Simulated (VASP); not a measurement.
# BeCr3 (Pm-3m) in VASP: further runs

The runs below take BeCr3 through single point, with PBE.

All numbers are computed with VASP 6.6.1; they aren't measurements. Logs are shortened: lines on timing, memory, paths and dates and some standing lists are left out, and cuts for length are marked.

### Step 1. The cell of the first run

It takes space group Pm-3m (No. 221, cubic). The conventional cell has a = 3.511 Å, b = 3.511 Å, c = 3.511 Å, α = 90.00°, β = 90.00°, γ = 90.00°. Cr (site symmetry 4/mmm) has 8 Cr at 2.48 Å and 4 Be at 2.48 Å within 3.3 Å. Be (site symmetry m-3m) has 12 Cr at 2.48 Å within 3.3 Å.

### Step 2. Single point, PBE, collinear spin, ferromagnetic start

Input file INCAR:

```
  PREC = Accurate
  ENCUT = 600
  EDIFF = 1E-6
  ISMEAR = -1
  SIGMA = 0.05
  LREAL = F
  LASPH = T
  NELM = 200
  ALGO = Normal
  ISIF = 2
  LWAVE = F
  LCHARG = F
  ISPIN = 2
  MAGMOM = 3.73333 3.73333 3.73333 0
  LORBIT = 11
  NUPDOWN = 11.2
  LMAXMIX = 4
  GGA = PE
  NBANDS = 34
  GGA_COMPAT = F
```

Input file KPOINTS:

```
Automatic mesh
0
Gamma
  6 6 6
```

Input file POSCAR:

```
BeCr3
1.0
    3.5112140000      0.0000000000      0.0000000000
    0.0000000000      3.5112140000      0.0000000000
    0.0000000000      0.0000000000      3.5112140000
Cr Be
3 1
Direct
    0.5000000000      0.5000000000      0.0000000000
    0.5000000000      0.0000000000      0.5000000000
    0.0000000000      0.5000000000      0.5000000000
    0.0000000000      0.0000000000      0.0000000000
```

Potentials or basis: VASP PAW PBE potentials, release 64 (Cr_sv, Be).

Launch:

```
> cat potpaw_PBE.64/Cr_sv/POTCAR potpaw_PBE.64/Be/POTCAR > POTCAR
> mpirun -np 1 vasp_std > vasp.out
```

OUTCAR:

```text
PREC = Accurate
   ENCUT = 600
   EDIFF = 1E-6
   ISMEAR = -1
   LREAL = F
   LASPH = T
   NELM = 200
   ISIF = 2
   ISPIN = 2
   LORBIT = 11
   NUPDOWN = 11.2
   GGA = PE

 ion  position               nearest neighbor table
   1  0.500  0.500  0.000-   2 2.48   3 2.48   4 2.48   2 2.48   3 2.48   2 2.48   4 2.48   2 2.48
                             3 2.48   4 2.48   3 2.48   4 2.48
   2  0.500  0.000  0.500-   1 2.48   3 2.48   4 2.48   1 2.48   4 2.48   1 2.48   3 2.48   1 2.48
                             3 2.48   4 2.48   4 2.48   3 2.48
   3  0.000  0.500  0.500-   1 2.48   2 2.48   4 2.48   1 2.48   4 2.48   2 2.48   4 2.48   4 2.48
                             1 2.48   2 2.48   1 2.48   2 2.48
   4  0.000  0.000  0.000-   1 2.48   2 2.48   3 2.48   2 2.48   3 2.48   1 2.48   3 2.48   3 2.48
                             1 2.48   2 2.48   2 2.48   1 2.48

  LATTYP: Found a simple cubic cell.
 ALAT       =     3.5112140000

  Lattice vectors:

 A1 = (   3.5112140000,   0.0000000000,   0.0000000000)
 A2 = (   0.0000000000,   3.5112140000,   0.0000000000)
 A3 = (   0.0000000000,   0.0000000000,   3.5112140000)

Analysis of symmetry for initial positions (statically):
=====================================================================
 Subroutine PRICEL returns:
 Original cell was already a primitive cell.

 Routine SETGRP: Setting up the symmetry group for a
 simple cubic supercell.

 Subroutine GETGRP returns: Found 48 space group operations
 (whereof 48 operations were pure point group operations)
 out of a pool of 48 trial point group operations.

The static configuration has the point symmetry O_h .

Analysis of symmetry for dynamics (positions and initial velocities):
=====================================================================
 Subroutine PRICEL returns:
 Original cell was already a primitive cell.

 Routine SETGRP: Setting up the symmetry group for a
 simple cubic supercell.

 Subroutine GETGRP returns: Found 48 space group operations
 (whereof 48 operations were pure point group operations)
 out of a pool of 48 trial point group operations.

The dynamic configuration has the point symmetry O_h .

Analysis of structural, dynamic, and magnetic symmetry:
=====================================================================
 Subroutine PRICEL returns:
 Original cell was already a primitive cell.

 Routine SETGRP: Setting up the symmetry group for a
 simple cubic supercell.

 Subroutine GETGRP returns: Found 48 space group operations
 (whereof 48 operations were pure point group operations)
[... 127 lines left out ...]
   LHFCALC =     F    Hartree Fock is set to
   AEXX    =    0.0000 exact exchange contribution
   IVDW    =     0    specifies the selected vdW correction
   LEPSILON=     F    determine dielectric tensor
   LRPA    =     F    only Hartree local field effects (RPA)
 spin polarized calculation
  energy-cutoff  :      600.00
  volume of cell :       43.29
 maximum number of plane-waves:      1472
   NGX = 15   NGY = 15   NGZ = 15

 number of electron      44.0000054 magnetization      11.2000021

 Free energy of the ion-electron system (eV)
  ---------------------------------------------------
  ext. energy  EPLUGINS =         0.00000000
  ---------------------------------------------------
  free energy    TOTEN  =       -25.72249992 eV

  energy without entropy =      -25.68820166  energy(sigma->0) =      -25.70535079

 E-fermi :  11.4175     XC(G=0): -12.8447

 val. band max:       13.7893200749   @ k =   0.3333   0.1667   0.0000
 cond. band min:      11.4207663235   @ k =   0.3333   0.1667   0.0000
 fundamental gap:     -2.3685537514
 Fermi energy:        13.8050443303

 spin component 1

 k-point     1 :       0.0000    0.0000    0.0000
  band No.  band energies     occupation
      1     -59.7361      1.00000
      2     -59.4776      1.00000
      3     -59.4776      1.00000
      4     -31.4212      1.00000
      5     -31.4212      1.00000
      6     -31.4212      1.00000
[... 729 lines left out ...]
     33      20.4652      0.00000
     34      20.4652      0.00000
 Fermi energy:        11.4174963247

 spin component 2

 k-point     1 :       0.0000    0.0000    0.0000
  band No.  band energies     occupation
      1     -56.4477      1.00000
      2     -56.1803      1.00000
      3     -56.1803      1.00000
      4     -28.1828      1.00000
      5     -28.1828      1.00000
      6     -28.1828      1.00000
[... 729 lines left out ...]
     33      23.0604      0.00000
     34      23.0604      0.00000

------------------------ aborting loop because EDIFF is reached ----------------------------------------

  FORCE on cell =-STRESS in cart. coord.  units (eV):
  Direction    XX          YY          ZZ          XY          YZ          ZX
  --------------------------------------------------------------------------------------
  -------------------------------------------------------------------------------------
  Total       16.5524868     16.5524868     16.5524868      0.0000000     -0.0000000      0.0000000
  in kB      612.6351821    612.6351821    612.6351821      0.0000000     -0.0000000      0.0000000
  external PRESSURE =     612.6351821 kB  Pullay stress =       0.0000000 kB

 VOLUME and BASIS-vectors are now :
 -----------------------------------------------------------------------------
  energy-cutoff  :      600.00
  volume of cell :       43.29
      direct lattice vectors                 reciprocal lattice vectors
     3.511214000  0.000000000  0.000000000     0.284801781  0.000000000  0.000000000
     0.000000000  3.511214000  0.000000000     0.000000000  0.284801781  0.000000000
     0.000000000  0.000000000  3.511214000     0.000000000  0.000000000  0.284801781

 POSITION                                       TOTAL-FORCE (eV/Angst)
 -----------------------------------------------------------------------------------
      1.75561      1.75561      0.00000         0.000000      0.000000      0.000000
      1.75561      0.00000      1.75561         0.000000      0.000000      0.000000
      0.00000      1.75561      1.75561         0.000000      0.000000      0.000000
      0.00000      0.00000      0.00000         0.000000      0.000000      0.000000
 -----------------------------------------------------------------------------------
    total drift:                                0.000000      0.000000      0.000000

  FREE ENERGIE OF THE ION-ELECTRON SYSTEM (eV)
  ---------------------------------------------------
  free  energy   TOTEN  =       -25.7224999207 eV

  energy  without entropy=      -25.6882016602  energy(sigma->0) =      -25.70535079

 total charge

# of ion       s       p       d       tot
------------------------------------------
    1        2.188   6.009   3.739  11.936
    2        2.188   6.009   3.739  11.936
    3        2.188   6.009   3.739  11.936
    4        0.475   0.715   0.000   1.190
--------------------------------------------------
tot          7.040  18.741  11.217  36.998

 magnetization (x)

# of ion       s       p       d       tot
------------------------------------------
    1        0.026   0.058   2.936   3.021
    2        0.026   0.058   2.936   3.021
    3        0.026   0.058   2.936   3.021
    4       -0.039   0.037   0.000  -0.002
--------------------------------------------------
tot          0.039   0.212   8.809   9.060
```

Run time: 39 s. Hardware: 1 thread of Intel Xeon 6975P-C (Granite Rapids), shared host; peak memory 0.2 GiB.

Results:

| Item | Value |
| --- | --- |
| Free energy | -25.7225 eV |
| Pressure | 61.3 GPa |
| Net moment | 11.20 μB per cell |
| Site moments | Cr +3.02; Be -0.00 μB |
| Valence electrons inside the program's atomic spheres | Cr 11.94; Be 1.19 |

Caveat: the cell stands under pressure; the total moment is fixed, so each spin has its own Fermi level.

### Step 3. Single point, PBE, collinear spin, ferromagnetic start

Input file INCAR:

```
SYSTEM = BeCr3
PREC     = Accurate       ! precision mode
ENCUT    = 600            ! plane-wave cutoff, eV
EDIFF    = 1E-6           ! SCF threshold, eV
ISMEAR   = -1             ! smearing method
SIGMA    = 0.05           ! smearing width, eV
LREAL    = .False.        ! projectors in reciprocal space
LASPH    = .True.         ! aspherical terms in the spheres
NELM     = 200            ! most SCF steps
ALGO     = Normal         ! electronic algorithm
ISIF     = 2              ! what is computed and relaxed
LWAVE    = .False.        ! write WAVECAR
LCHARG   = .False.        ! write CHGCAR
ISPIN    = 2              ! spin polarisation
MAGMOM   = 0.733333 0.733333 0.733333 0 ! initial moments
LORBIT   = 11             ! projections on sites
NUPDOWN  = 2.2            ! fixed moment
LMAXMIX  = 4              ! l up to which the mixer works
GGA      = PE             ! functional
NBANDS   = 34             ! bands
GGA_COMPAT= .False.
```

Input file KPOINTS:

```
regular mesh
0
Gamma
  6 6 6
  0 0 0
```

POSCAR is that of step 2.

Potentials or basis: VASP PAW PBE potentials, release 64 (Cr_sv, Be).

Launch:

```
> cat potpaw_PBE.64/Cr_sv/POTCAR potpaw_PBE.64/Be/POTCAR > POTCAR
> mpirun -np 1 vasp_std > vasp.out
```

Wall time 97 s (1 thread of Intel Xeon Platinum 8259CL at 2.50GHz (Skylake/Cascade Lake), shared host); peak memory 0.2 GiB.

It converged, with:

| Item | Value |
| --- | --- |
| Free energy | -31.6145 eV |
| Pressure | 0.7 GPa |
| Net moment | 2.20 μB per cell |
| Site moments | Cr +0.62; Be -0.00 μB |
| Valence electrons inside the program's atomic spheres | Cr 11.82; Be 1.17 |

Caveat: the total moment is fixed, so each spin has its own Fermi level.

### Step 4. Single point, PBE, collinear spin, ferromagnetic start

Input file INCAR:

```
SYSTEM = BeCr3
PREC = Accurate
ENCUT = 600
EDIFF = 1E-6
ISMEAR = -1
SIGMA = 0.05
LREAL = .FALSE.
LASPH = .TRUE.
NELM = 200
ALGO = Normal
ISIF = 2
LWAVE = .FALSE.
LCHARG = .FALSE.
ISPIN = 2
MAGMOM = 2.26667 2.26667 2.26667 0
LORBIT = 11
NUPDOWN = 6.8
LMAXMIX = 4
GGA = PE
NBANDS = 34
GGA_COMPAT = .FALSE.
```

Input file KPOINTS:

```
Automatic mesh
0
G
  6 6 6
  0 0 0
```

POSCAR is that of step 3.

Launch:

```
> cat potpaw_PBE.64/Cr_sv/POTCAR potpaw_PBE.64/Be/POTCAR > POTCAR
> mpirun -np 1 vasp_std > vasp.out
```

Wall time 38 s (1 thread of AMD EPYC 9R45 (Zen 5), shared host); peak memory 0.17 GiB.

Results (log left out):

```
Free energy                                           : -29.4883 eV
Pressure                                              : 22.9 GPa
Net moment                                            : 6.80 μB per cell
Site moments                                          : Cr +1.93; Be -0.06 μB
Valence electrons inside the program's atomic spheres : Cr 11.87; Be 1.18
```

Caveat: the cell stands under pressure; the total moment is fixed, so each spin has its own Fermi level.

### Step 5. Single point, PBE, collinear spin, ferrimagnetic start

Input file INCAR:

```
ALGO = Fast
EDIFF = 1E-7
ENCUT = 520
GGA = PE
ISIF = 2
ISMEAR = -1
ISPIN = 2
LASPH = T
LCHARG = F
LMAXMIX = 4
LORBIT = 11
LREAL = F
LWAVE = F
MAGMOM = -1.58 -0.64 2.84 0
NBANDS = 31
NELM = 150
PREC = Accurate
SIGMA = 0.05
```

Input file KPOINTS:

```
k-points
0
Gamma
  8 8 8
```

POSCAR is that of step 4.

Potentials or basis: VASP PAW PBE potentials, release 64 (Cr_pv, Be).

Launch:

```
> cat potpaw_PBE.64/Cr_pv/POTCAR potpaw_PBE.64/Be/POTCAR > POTCAR
> mpirun -np 1 vasp_std > vasp.out
```

It took 8.1 min on 1 thread of Intel Xeon Platinum 8259CL at 2.50GHz (Skylake/Cascade Lake), shared host; peak memory 0.34 GiB.

Results (log left out):

* Free energy: -31.8479 eV
* Pressure: -0.9 GPa
* Band gap on the k mesh: zero (filled and empty bands overlap)
* Net moment: 0.00 μB per cell
* Valence electrons inside the program's atomic spheres: Cr 11.05; Be 1.17

Levels at points of the mesh, in eV from the Fermi level:
Spin up:
```tsv
k point	band 16	band 17	band 18	band 19	band 20	band 21	band 22	band 23
(0.00, 0.00, 0.00)	-2.93	0.59	0.59	0.59	1.76	1.76	1.76	1.79
(0.50, 0.00, 0.00)	-1.44	-0.78	-0.78	-0.17	-0.10	0.39	0.71	0.71
(0.00, 0.50, 0.00)	-1.44	-0.78	-0.78	-0.17	-0.10	0.39	0.71	0.71
(0.00, 0.00, 0.50)	-1.44	-0.78	-0.78	-0.17	-0.10	0.39	0.71	0.71
(0.50, 0.50, 0.00)	-1.71	-1.71	-0.63	-0.63	0.32	0.32	0.36	1.14
(0.00, 0.50, 0.50)	-1.71	-1.71	-0.63	-0.63	0.32	0.32	0.36	1.14
(0.50, 0.00, 0.50)	-1.71	-1.71	-0.63	-0.63	0.32	0.32	0.36	1.14
(0.50, 0.50, 0.50)	-0.99	-0.83	-0.83	-0.83	0.49	0.49	0.49	1.01
```
Spin down:
```tsv
k point	band 16	band 17	band 18	band 19	band 20	band 21	band 22	band 23
(0.00, 0.00, 0.00)	-2.93	0.59	0.59	0.59	1.76	1.76	1.76	1.79
(0.50, 0.00, 0.00)	-1.44	-0.78	-0.78	-0.17	-0.10	0.39	0.71	0.71
(0.00, 0.50, 0.00)	-1.44	-0.78	-0.78	-0.17	-0.10	0.39	0.71	0.71
(0.00, 0.00, 0.50)	-1.44	-0.78	-0.78	-0.17	-0.10	0.39	0.71	0.71
(0.50, 0.50, 0.00)	-1.71	-1.71	-0.63	-0.63	0.32	0.32	0.36	1.14
(0.00, 0.50, 0.50)	-1.71	-1.71	-0.63	-0.63	0.32	0.32	0.36	1.14
(0.50, 0.00, 0.50)	-1.71	-1.71	-0.63	-0.63	0.32	0.32	0.36	1.14
(0.50, 0.50, 0.50)	-0.99	-0.83	-0.83	-0.83	0.49	0.49	0.49	1.01
```

### Step 6. Summary

```csv
fixed moment (μB),pressure (GPa),moment (μB)
11.2,61.3,11.20
2.2,0.7,2.20
6.8,22.9,6.80
```

Alike in all rows: task single point; level PBE; potentials or basis VASP PAW PBE potentials, release 64 (Cr_sv, Be); spin collinear, ferromagnetic start; cell as given; k mesh 6 × 6 × 6; cutoff (eV) 600; smearing fermi-dirac 0.05 eV.

Caveats: the total moment is fixed, so each spin has its own Fermi level; the cell stands under pressure (at least some runs).

Total energies depend on the potentials used, so only differences within one code and one set of settings carry meaning.
